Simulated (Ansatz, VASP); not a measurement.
AlRu in VASP and in Ansatz

```
Al Ru
1.0
     3.09631    0.00000    0.00000
     0.00000    2.99160    0.00000
     0.00000    0.00000    2.99160
Al Ru
1 1
Direct
  0.00000 0.00000 0.00000
  0.50000 0.50000 0.50000
```

Change from the starting cell: strain +0.0350 x Voigt [1, 0, 0, 0, 0, 0], atoms carried along.

Alike in both runs: task single point; functional PBEsol; k mesh 16 × 16 × 16; occupations gaussian, width 0.15 eV; no spin polarisation.

```csv
,VASP,Ansatz
version,VASP 6.6.1,Ansatz 0.2.0
potentials or method,"VASP PAW PBE potentials, release 64 (Al, Ru_pv), cutoff 520 eV","scalar-relativistic, plane waves, PAW"
valence electrons in the cell,17,19
```

```tsv
	VASP	Ansatz	Ansatz less VASP
gap on the k mesh at the Fermi level (eV)	none	none	-
pressure (GPa)	-9.6	-9.6	-0.04
traceless stress, the component that is largest in VASP (GPa)	-3.41	-3.40	+0.009
```

VASP's potentials were made for PBE, not for PBEsol. A gap of «none» marks a metal or a gap that the smearing closes. VASP's potentials hold 17 valence electrons a cell and Ansatz's 19, so a difference there can come from the potentials and not from the codes.
